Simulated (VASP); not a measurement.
Input of a VASP 6.6.1 run:

Contents of INCAR:

```
ALGO = Normal
EDIFF = 1E-6
ENCUT = 520
GGA = PE
ISIF = 2
ISMEAR = 0
LASPH = True
LCHARG = False
LREAL = False
LWAVE = False
NBANDS = 35
NELM = 100
PREC = Accurate
SIGMA = 0.1
```

File KPOINTS:

```
k-points
0
Gamma
  6 6 2
```

The input POSCAR:

```
PbO2
1.0
    3.7704320097      0.0000000000      0.0000000000
    0.0000000000      3.7704320097      0.0000000000
    0.0000000000      0.0000000000      5.7920718263
Pb O
2 4
Direct
    0.0000000000      0.0000000000      0.5000000000
    0.5000000000      0.5000000000      0.0000000000
    0.0000000000      0.5000000000      0.8151810584
    0.0000000000      0.5000000000      0.3151810584
    0.5000000000      0.0000000000      0.6848189416
    0.5000000000      0.0000000000      0.1848189416
```

Potentials or basis: VASP PAW PBE potentials, release 64 (Pb_d, O).

The run is started by

```sh
$ cat potpaw_PBE.64/Pb_d/POTCAR potpaw_PBE.64/O/POTCAR > POTCAR
$ mpirun -np 1 vasp_std > vasp.out
```

(1) Estimate the pressure.

(2) Predict the largest force.

(3) Predict the band gap on the k mesh.

## Answers

(1) 0.4 GPa.

(2) 0.020 eV/Å.

(3) zero (band 26 reaches 4.69 eV, above the bottom of band 27 at 4.57 eV).

Caveat: the k points lie up to 0.54 Å⁻¹ apart; spin-orbit coupling is left out, which moves the levels of the heavy elements.
